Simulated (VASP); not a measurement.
Wanted: the native input for a VASP 6.6.1 run.

```
Task                   : single point
Functional             : r2SCAN
Potentials or basis    : VASP PAW PBE potentials, release 64 (Pt)
Cutoff                 : 520 eV
k mesh                 : 11 × 11 × 11
Occupations            : fermi-dirac, width 0.1 eV
Spin                   : no spin polarisation
Dipole correction      : no
Further INCAR settings : ALGO = Normal; EDIFF = 1e-07; NBANDS = 11
```

Pt:

```xyz
1
Lattice="0.0000 1.9706 1.9706 1.9706 0.0000 1.9706 1.9706 1.9706 0.0000" Properties=species:S:1:pos:R:3 pbc="T T T"
Pt    0.0000    0.0000    0.0000
```

These files were run (other wordings do the same):

POSCAR

```
Pt
1.0
    0.0000000000      1.9705765473      1.9705765473
    1.9705765473      0.0000000000      1.9705765473
    1.9705765473      1.9705765473      0.0000000000
Pt
1
Direct
    0.0000000000      0.0000000000      0.0000000000
```

INCAR.step1

```
ALGO     = Normal         # electronic algorithm
EDIFF    = 1E-4           # SCF threshold, eV
ENCUT    = 520            # plane-wave cutoff, eV
GGA      = PE             # functional
ISMEAR   = -1             # smearing method
LASPH    = T              # aspherical terms in the spheres
LCHARG   = F              # write CHGCAR
LREAL    = F              # projectors in reciprocal space
LWAVE    = T              # write WAVECAR
NBANDS   = 11             # bands
NELM     = 60             # most SCF steps
PREC     = Accurate       # precision mode
SIGMA    = 0.1            # smearing width, eV
```

INCAR.step2

```
ALGO     = Normal         # electronic algorithm
EDIFF    = 1E-7           # SCF threshold, eV
ENCUT    = 520            # plane-wave cutoff, eV
ISIF     = 2              # what is computed and relaxed
ISMEAR   = -1             # smearing method
ISTART   = 1            
LASPH    = T              # aspherical terms in the spheres
LCHARG   = T              # write CHGCAR
LELF     = T              # ELF
LMIXTAU  = T            
LREAL    = F              # projectors in reciprocal space
LVHAR    = T            
LWAVE    = F              # write WAVECAR
METAGGA  = R2SCAN         # meta-GGA
NBANDS   = 11             # bands
NELM     = 60             # most SCF steps
PREC     = Accurate       # precision mode
SIGMA    = 0.1            # smearing width, eV
```

KPOINTS

```
k-points
0
Gamma
  11 11 11
```

Potentials or basis: VASP PAW PBE potentials, release 64 (Pt).

The run is started by

```sh
$ cat potpaw_PBE.64/Pt/POTCAR > POTCAR
$ cp INCAR.step1 INCAR
$ mpirun -np 1 vasp_std > vasp.out
$ cp INCAR.step2 INCAR
$ mpirun -np 1 vasp_std > vasp.out
```

It gave:

- Pressure: 0.5 GPa
- Band gap on the k mesh: zero (band 5 reaches 11.14 eV, above the bottom of band 6 at 8.94 eV)

Caveat: the PAW data sets were made with another functional, which shifts forces and pressure a little; spin-orbit coupling is left out, which moves the levels of the heavy elements.

Wall time 26 s on 1 thread of AMD EPYC 7R13 (shared host), peak memory 0.15 GiB.
